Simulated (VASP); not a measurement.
**BaB: single point with PBE**

The system is BaB.

```
Ba B
1.0
     0.00000    3.12336    3.12336
     3.12336    0.00000    3.12336
     3.12336    3.12336    0.00000
Ba B
1 1
Direct
  0.50000 0.50000 0.50000
  0.00000 0.00000 0.00000
```

This cell differs from its parent crystal: volume scaled by 1.040.

```json
{
 "Program": "VASP 6.6.1",
 "Task": "single point",
 "Functional": "PBE",
 "Potentials or basis": "VASP PAW PBE potentials, release 64 (Ba_sv, B)",
 "Cutoff": "520 eV",
 "k mesh": "10 × 10 × 10",
 "Occupations": "gaussian, width 0.05 eV",
 "Spin": "no spin polarisation",
 "Dipole correction": "no",
 "Further INCAR settings": "ALGO = Normal; EDIFF = 1e-07; NBANDS = 14"
}
```

```
Pressure : -0.5 GPa
```

Levels at points of the mesh, in eV from the Fermi level:
```
           k point  band 2  band 3  band 4  band 5  band 6  band 7  band 8  band 9  band 10  band 11
(0.00, 0.00, 0.00)  -12.42  -12.42  -12.42   -6.12    1.42    1.42    1.42    2.71     2.71     2.71
(0.50, 0.00, 0.00)  -13.11  -12.48  -12.48   -4.43   -1.85   -0.41   -0.41    5.07     5.08     5.25
(0.50, 0.50, 0.00)  -12.99  -12.64  -12.64   -5.58    0.25    0.73    1.12    1.12     5.34     6.36
```

Wall time 45 s on 1 thread of Intel Xeon 6975P-C, with other jobs on the host, peak memory 0.22 GiB.

Caveat: spin-orbit coupling is left out, which moves the levels of the heavy elements.
